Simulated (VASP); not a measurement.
# LiNbO3 (R3c) in VASP: a series of runs

The runs below take LiNbO3 through single point, with PBE.

Everything below comes from runs of VASP 6.6.1. Logs are shortened: lines on timing, memory, paths and dates and some standing lists are left out, and cuts for length are marked.

## Step 1: The cell of the first run

The structure is trigonal, space group R3c (No. 161). The conventional cell has a = 5.223 Å, b = 5.223 Å, c = 13.795 Å, α = 90.00°, β = 90.00°, γ = 120.00°. Li (site symmetry 3) has 3 O at 1.99 Å within 2.6 Å. Nb (site symmetry 3) has 6 O at 1.98 to 2.01 Å within 2.6 Å. Within 2.6 Å of O (site symmetry 1) lie 2 Nb at 1.98 to 2.01 Å and 1 Li at 1.99 Å.

## Step 2: Single point, PBE (mode 1 (-212.2 1/cm) frozen in, largest displacement +0.033 Å)

INCAR reads:

```
SYSTEM = LiNbO3
  PREC = Accurate
  ENCUT = 520
  EDIFF = 1E-6
  ISMEAR = 0
  SIGMA = 0.05
  LREAL = .False.
  LASPH = .True.
  NELM = 100
  ALGO = Normal
  ISIF = 2
  LWAVE = .False.
  LCHARG = .False.
  GGA = PE
  NBANDS = 45
```

KPOINTS reads:

```
Automatic mesh
0
Gamma
  6 6 6
  0 0 0
```

POSCAR reads:

```
LiNbO3
1.0
    2.6115578418      1.5077836230      4.5982666595
   -2.6115578418      1.5077836230      4.5982666595
    0.0000000000     -3.0155672459      4.5982666595
Li Nb O
2 2 6
Direct
    0.2476440398      0.2476440398      0.2476440398
    0.7476440398      0.7476440398      0.7476440398
   -0.0006741601     -0.0006741601     -0.0006741601
    0.4993258399      0.4993258399      0.4993258399
    0.1320086926      0.3712574562      0.7516706681
    0.7516706681      0.1320086926      0.3712574562
    0.3712574562      0.7516706681      0.1320086926
    0.8712574562      0.6320086926      0.2516706681
    0.2516706681      0.8712574562      0.6320086926
    0.6320086926      0.2516706681      0.8712574562
```

Potentials or basis: VASP PAW PBE potentials, release 64 (Li_sv, Nb_sv, O).

The run is started by

```sh
$ cat potpaw_PBE.64/Li_sv/POTCAR potpaw_PBE.64/Nb_sv/POTCAR potpaw_PBE.64/O/POTCAR > POTCAR
$ mpirun -np 1 vasp_std > vasp.out
```

OUTCAR:

```text
SYSTEM = LiNbO3
   PREC = Accurate
   ENCUT = 520
   EDIFF = 1E-6
   ISMEAR = 0
   LREAL = .False.
   LASPH = .True.
   NELM = 100
   ISIF = 2
   GGA = PE

 ion  position               nearest neighbor table
   1  0.248  0.248  0.248-   9 1.99  10 1.99   8 1.99
   2  0.748  0.748  0.748-   7 1.99   6 1.99   5 1.99
   3  0.999  0.999  0.999-   9 1.98  10 1.98   8 1.98   6 2.01   7 2.01   5 2.01
   4  0.499  0.499  0.499-   7 1.98   6 1.98   5 1.98  10 2.01   9 2.01   8 2.01
   5  0.132  0.371  0.752-   4 1.98   2 1.99   3 2.01
   6  0.752  0.132  0.371-   4 1.98   2 1.99   3 2.01
   7  0.371  0.752  0.132-   4 1.98   2 1.99   3 2.01
   8  0.871  0.632  0.252-   3 1.98   1 1.99   4 2.01
   9  0.252  0.871  0.632-   3 1.98   1 1.99   4 2.01
  10  0.632  0.252  0.871-   3 1.98   1 1.99   4 2.01

  LATTYP: Found a trigonal (rhomboedric) cell.
 ALAT       =     5.4988818942
 COS(alpha) =     0.5488920195

  Lattice vectors:

 A1 = (   2.6115578418,   1.5077836230,   4.5982666595)
 A2 = (  -2.6115578418,   1.5077836230,   4.5982666595)
 A3 = (   0.0000000000,  -3.0155672459,   4.5982666595)

Analysis of symmetry for initial positions (statically):
=====================================================================
 Subroutine PRICEL returns:
 Original cell was already a primitive cell.

 Routine SETGRP: Setting up the symmetry group for a
 trigonal (rhombohedral) supercell.

 Subroutine GETGRP returns: Found  6 space group operations
 (whereof  3 operations were pure point group operations)
 out of a pool of 12 trial point group operations.

The static configuration has the point symmetry C_3 .
 The point group associated with its full space group is C_3v.

Analysis of symmetry for dynamics (positions and initial velocities):
=====================================================================
 Subroutine PRICEL returns:
 Original cell was already a primitive cell.

 Routine SETGRP: Setting up the symmetry group for a
 trigonal (rhombohedral) supercell.

 Subroutine GETGRP returns: Found  6 space group operations
 (whereof  3 operations were pure point group operations)
 out of a pool of 12 trial point group operations.

The dynamic configuration has the point symmetry C_3 .
 The point group associated with its full space group is C_3v.

 Subroutine INISYM returns: Found  6 space group operations
 (whereof  3 operations are pure point group operations),
 and found     1 'primitive' translations

----------------------------------------------------------------------------------------

                                     Primitive cell

  volume of cell :     108.6386

  direct lattice vectors                    reciprocal lattice vectors
     2.611557842  1.507783623  4.598266660     0.191456606  0.110537523  0.072491084
    -2.611557842  1.507783623  4.598266660    -0.191456606  0.110537523  0.072491084
     0.000000000 -3.015567246  4.598266660     0.000000000 -0.221075046  0.072491084

  length of vectors
     5.498881894  5.498881894  5.498881894     0.232656685  0.232656685  0.232656685

  position of ions in fractional coordinates (direct lattice)
     0.247644040  0.247644040  0.247644040
     0.747644040  0.747644040  0.747644040
     0.999325840  0.999325840  0.999325840
     0.499325840  0.499325840  0.499325840
     0.132008693  0.371257456  0.751670668
     0.751670668  0.132008693  0.371257456
     0.371257456  0.751670668  0.132008693
     0.871257456  0.632008693  0.251670668
     0.251670668  0.871257456  0.632008693
     0.632008693  0.251670668  0.871257456

  ion indices of the primitive-cell ions
   primitive index   ion index
                 1           1
                 2           2
                 3           3
                 4           4
                 5           5
                 6           6
                 7           7
                 8           8
                 9           9
                10          10

----------------------------------------------------------------------------------------

 KPOINTS: Automatic mesh

Automatic generation of k-mesh.
 Grid dimensions read from file:
 generate k-points for:    6    6    6

 Generating k-lattice:

  Cartesian coordinates                     Fractional coordinates (reciprocal lattice)
     0.031909434  0.018422920  0.012081847     0.166666667 -0.000000000 -0.000000000
    -0.031909434  0.018422920  0.012081847    -0.000000000  0.166666667 -0.000000000
     0.000000000 -0.036845841  0.012081847     0.000000000  0.000000000  0.166666667

  Length of vectors
     0.038776114  0.038776114  0.038776114

  Shift w.r.t. Gamma in fractional coordinates (k-lattice)
     0.000000000  0.000000000  0.000000000

 Subroutine IBZKPT returns following result:
 ===========================================

 Found     32 irreducible k-points:

 Following reciprocal coordinates:
            Coordinates               Weight
  0.000000  0.000000  0.000000      1.000000
  0.166667 -0.000000  0.000000      6.000000
  0.333333 -0.000000 -0.000000      6.000000
  0.500000 -0.000000 -0.000000      3.000000
  0.166667  0.166667  0.000000      6.000000
  0.333333  0.166667 -0.000000     12.000000
[... 16 lines left out ...]
  0.500000  0.500000  0.166667      6.000000
 -0.333333  0.500000  0.166667     12.000000
 [... further k-points ...]
   k-points           NKPTS =     32   k-points in BZ     NKDIM =     32   number of bands    NBANDS=     45
   number of dos      NEDOS =    301   number of ions     NIONS =     10
   total plane-waves  NPLWV =  74088
   dimension x,y,z NGX =    42 NGY =   42 NGZ =   42
   dimension x,y,z NGXF=    84 NGYF=   84 NGZF=   84
   ions per type =               2   2   6
   NGX,Y,Z   is equivalent  to a cutoff of  12.70, 12.70, 12.70 a.u.
   NGXF,Y,Z  is equivalent  to a cutoff of  25.40, 25.40, 25.40 a.u.
 SYSTEM =  LiNbO3
   PREC   = accura    normal or accurate (medium, high low for compatibility)
   ISTART =      0    job   : 0-new  1-cont  2-samecut
   ICHARG =      2    charge: 1-file 2-atom 10-const
   ISPIN  =      1    spin polarized calculation?
   LNONCOLLINEAR =      F non collinear calculations
   LSORBIT =      F    spin-orbit coupling
   LASPH  =      T    aspherical Exc in radial PAW
   ENCUT  =  520.0 eV  38.22 Ry    6.18 a.u.  10.22 10.22 10.22*2*pi/ulx,y,z
   NELM   =    100;   NELMIN=  2; NELMDL= -5     # of ELM steps
   EDIFF  = 0.1E-05   stopping-criterion for ELM
   LREAL  =      F    real-space projection
   EDIFFG = 0.1E-04   stopping-criterion for IOM
   NSW    =      0    number of steps for IOM
   IBRION =     -1    ionic relax: 0-MD 1-quasi-New 2-CG
   NFREE  =      0    steps in history (QN), initial steepest desc. (CG)
   ISIF   =      2    stress and relaxation
   ISYM   =      2    0-nonsym 1-usesym 2-fastsym
   POTIM  = 0.5000    time-step for ionic-motion
   TEBEG  =    0.0;   TEEND  =   0.0 temperature during run
   PSTRESS=    0.0 pullay stress
   NELECT =      68.0000    total number of electrons
   NUPDOWN=      -1.0000    fix difference up-down
   EMIN   =  10.00;   EMAX   =-10.00  energy-range for DOS
   EFERMI =   0.00;   METHOD = LEGACY
   ISMEAR =     0;   SIGMA  =   0.05  broadening in eV -4-tet -1-fermi 0-gaus
   EFERMI_NEDOS =   21; number of points for ismear=-14 and -15
   IALGO  =     38    algorithm
   IMIX   =      4    mixing-type and parameters
     AMIX     =   0.40;   BMIX     =  1.00
     AMIX_MAG =   1.60;   BMIX_MAG =  1.00
  volume/ion in A,a.u.               =      10.86        73.31
  Fermi-wavevector in a.u.,A,eV,Ry     =   1.400393  2.646358 26.682374  1.961099
  Thomas-Fermi vector in A             =   2.523357
   LORBIT       =      0    0 simple, 1 ext, 2 COOP (PROOUT), +10 PAW based schemes
   GGA     = PE    functional components
   LHFCALC =     F    Hartree Fock is set to
   AEXX    =    0.0000 exact exchange contribution
   IVDW    =     0    specifies the selected vdW correction
   LEPSILON=     F    determine dielectric tensor
   LRPA    =     F    only Hartree local field effects (RPA)
 non-spin polarized calculation
 Gauss-broadening in eV      SIGMA  =   0.05
  energy-cutoff  :      520.00
  volume of cell :      108.64
 maximum number of plane-waves:      2952
 NGX is ok and might be reduce to    42
   NGX = 21   NGY = 21   NGZ = 21

 number of electron      68.0000002 magnetization

 Free energy of the ion-electron system (eV)
  ---------------------------------------------------
  ext. energy  EPLUGINS =         0.00000000
  ---------------------------------------------------
  free energy    TOTEN  =       -79.75290391 eV

  energy without entropy =      -79.75290391  energy(sigma->0) =      -79.75290391

 E-fermi :   3.8290     XC(G=0): -10.6871

 val. band max:        3.5416075064   @ k =  -0.1667   0.1667   0.0000
 cond. band min:       6.0568913273   @ k =   0.5000   0.5000  -0.0000
 fundamental gap:      2.5152838209
 Fermi energy:         3.8289967864

 k-point     1 :       0.0000    0.0000    0.0000
  band No.  band energies     occupation
      1     -50.9882      2.00000
      2     -50.9742      2.00000
      3     -39.3927      2.00000
      4     -39.3910      2.00000
      5     -27.1944      2.00000
      6     -27.1944      2.00000
[... 37 lines left out ...]
     44      14.5209      0.00000
     45      14.6939      0.00000

 k-point     2 :       0.1667   -0.0000    0.0000
  band No.  band energies     occupation
      1     -50.9873      2.00000
      2     -50.9751      2.00000
      3     -39.3926      2.00000
      4     -39.3912      2.00000
      5     -27.1848      2.00000
      6     -27.1843      2.00000
[... 1048 lines left out ...]
 k-point    24 :      -0.3333    0.5000    0.1667
  band No.  band energies     occupation
      1     -50.9823      2.00000
      2     -50.9800      2.00000
      3     -39.3921      2.00000
      4     -39.3917      2.00000
      5     -27.2043      2.00000
      6     -27.2004      2.00000
[... 37 lines left out ...]
     44      13.2900      0.00000
     45      13.5885      0.00000

 [... further k-points ...]

------------------------ aborting loop because EDIFF is reached ----------------------------------------

  FORCE on cell =-STRESS in cart. coord.  units (eV):
  Direction    XX          YY          ZZ          XY          YZ          ZX
  --------------------------------------------------------------------------------------
  -------------------------------------------------------------------------------------
  Total       -0.1880130     -0.1880130     -0.1979352      0.0000000     -0.0000000      0.0000000
  in kB       -2.7727731     -2.7727731     -2.9191035      0.0000000     -0.0000000      0.0000000
  external PRESSURE =      -2.8215499 kB  Pullay stress =       0.0000000 kB

 VOLUME and BASIS-vectors are now :
 -----------------------------------------------------------------------------
  energy-cutoff  :      520.00
  volume of cell :      108.64
      direct lattice vectors                 reciprocal lattice vectors
     2.611557842  1.507783623  4.598266660     0.191456606  0.110537523  0.072491084
    -2.611557842  1.507783623  4.598266660    -0.191456606  0.110537523  0.072491084
     0.000000000 -3.015567246  4.598266660     0.000000000 -0.221075046  0.072491084

 POSITION                                       TOTAL-FORCE (eV/Angst)
 -----------------------------------------------------------------------------------
      0.00000      0.00000      3.41620        -0.000000     -0.000000     -0.038538
      0.00000      0.00000     10.31360        -0.000000     -0.000000     -0.038538
      0.00000      0.00000     13.78550        -0.000000     -0.000000     -0.138500
      0.00000      0.00000      6.88810        -0.000000     -0.000000     -0.138500
     -0.62481     -1.50790      5.77053         0.014659     -0.000663      0.059013
      1.61828      0.21285      5.77053        -0.006755      0.013027      0.059013
     -0.99347      1.29505      5.77053        -0.007904     -0.012363      0.059013
      0.62481      1.50767      8.06967        -0.014659     -0.000663      0.059013
     -1.61809     -0.21273      8.06967         0.007904     -0.012363      0.059013
      0.99327     -1.29494      8.06967         0.006755      0.013027      0.059013
 -----------------------------------------------------------------------------------
    total drift:                                0.000000     -0.000001     -0.001055

  FREE ENERGIE OF THE ION-ELECTRON SYSTEM (eV)
  ---------------------------------------------------
  free  energy   TOTEN  =       -79.7529039131 eV

  energy  without entropy=      -79.7529039131  energy(sigma->0) =      -79.75290391
```

Wall time 4.3 min (1 thread of AMD EPYC 7R13 (Zen 3), shared host); peak memory 0.28 GiB.

What came out:

```yaml
Free_energy: -79.7529 eV
Largest_force: 0.139 eV/Å
Band_gap_on_the_k_mesh: 2.52 eV, indirect (least direct gap 2.65 eV)
```

Forces on the atoms (eV/Å):
```
Li   0.000  0.000 -0.039
Li   0.000  0.000 -0.039
Nb   0.000  0.000 -0.139
Nb   0.000  0.000 -0.139
O    0.015 -0.001  0.059
O   -0.007  0.013  0.059
O   -0.008 -0.012  0.059
O   -0.015 -0.001  0.059
O    0.008 -0.012  0.059
O    0.007  0.013  0.059
```

Caveat: the cell differs from its parent crystal (mode 1 (-212.2 1/cm) frozen in, largest displacement +0.033 Å); the cutoff is under 1.25 times the usual one of these potentials, so pressure, stress and relaxed cells hold a basis-set (Pulay) error.

## Step 3: Single point, PBE (mode 1 (-212.2 1/cm) frozen in, largest displacement +0.065 Å)

INCAR reads:

```
SYSTEM = LiNbO3
ALGO = Normal
EDIFF = 1E-6
ENCUT = 520
GGA = PE
ISIF = 2
ISMEAR = 0
LASPH = .True.
LCHARG = .True.
LELF = .True.
LREAL = .False.
LVHAR = .True.
LWAVE = .False.
NBANDS = 45
NELM = 80
PREC = Accurate
SIGMA = 0.05
```

KPOINTS reads:

```
k-points
0
Gamma
  6 6 6
  0 0 0
```

POSCAR reads:

```
LiNbO3
1.0
    2.6115578418      1.5077836230      4.5982666595
   -2.6115578418      1.5077836230      4.5982666595
    0.0000000000     -3.0155672459      4.5982666595
Li Nb O
2 2 6
Direct
    0.2452880796      0.2452880796      0.2452880796
    0.7452880796      0.7452880796      0.7452880796
   -0.0013483202     -0.0013483202     -0.0013483202
    0.4986516798      0.4986516798      0.4986516798
    0.1336417670      0.3728905306      0.7533413362
    0.7533413362      0.1336417670      0.3728905306
    0.3728905306      0.7533413362      0.1336417670
    0.8728905306      0.6336417670      0.2533413362
    0.2533413362      0.8728905306      0.6336417670
    0.6336417670      0.2533413362      0.8728905306
```

Potentials or basis: VASP PAW PBE potentials, release 64 (Li_sv, Nb_sv, O).

The run is started by

```sh
$ cat potpaw_PBE.64/Li_sv/POTCAR potpaw_PBE.64/Nb_sv/POTCAR potpaw_PBE.64/O/POTCAR > POTCAR
$ mpirun -np 1 vasp_std > vasp.out
```

It took 2.5 min on 1 thread of Intel Xeon Platinum 8488C (Sapphire Rapids), shared host; peak memory 0.32 GiB.

Results (log left out):

| Property | Result |
| --- | --- |
| Free energy | -79.7718 eV |
| Largest force | 0.249 eV/Å |
| Band gap on the k mesh | 2.59 eV, indirect (least direct gap 2.74 eV) |

Forces in eV/Å, atoms in the order of the input:
```
Li   0.000  0.000 -0.075
Li   0.000  0.000 -0.075
Nb   0.000  0.000 -0.249
Nb   0.000  0.000 -0.249
O    0.002 -0.010  0.108
O    0.008  0.007  0.108
O   -0.010  0.003  0.108
O   -0.002 -0.010  0.108
O    0.010  0.003  0.108
O   -0.008  0.007  0.108
```

Levels at points of the mesh, in eV from the valence-band top:
| k point | band 30 | band 31 | band 32 | band 33 | band 34 | band 35 | band 36 | band 37 | band 38 | band 39 |
| --- | --- | --- | --- | --- | --- | --- | --- | --- | --- | --- |
| (0.00, 0.00, 0.00) | -0.29 | -0.29 | -0.16 | -0.16 | -0.12 | 2.62 | 2.62 | 2.81 | 4.66 | 4.66 |
| (0.50, 0.00, 0.00) | -0.49 | -0.29 | -0.29 | -0.22 | -0.22 | 4.03 | 4.03 | 4.23 | 4.23 | 4.38 |
| (0.50, 0.50, 0.00) | -1.05 | -0.96 | -0.44 | -0.36 | -0.25 | 2.59 | 3.63 | 3.97 | 4.34 | 4.99 |
| (0.50, 0.50, 0.50) | -0.59 | -0.30 | -0.30 | -0.30 | -0.30 | 4.17 | 4.17 | 4.43 | 4.43 | 4.43 |

Caveat: the cell differs from its parent crystal (mode 1 (-212.2 1/cm) frozen in, largest displacement +0.065 Å); the cutoff is under 1.25 times the usual one of these potentials, so pressure, stress and relaxed cells hold a basis-set (Pulay) error. A k mesh can miss the band edges.
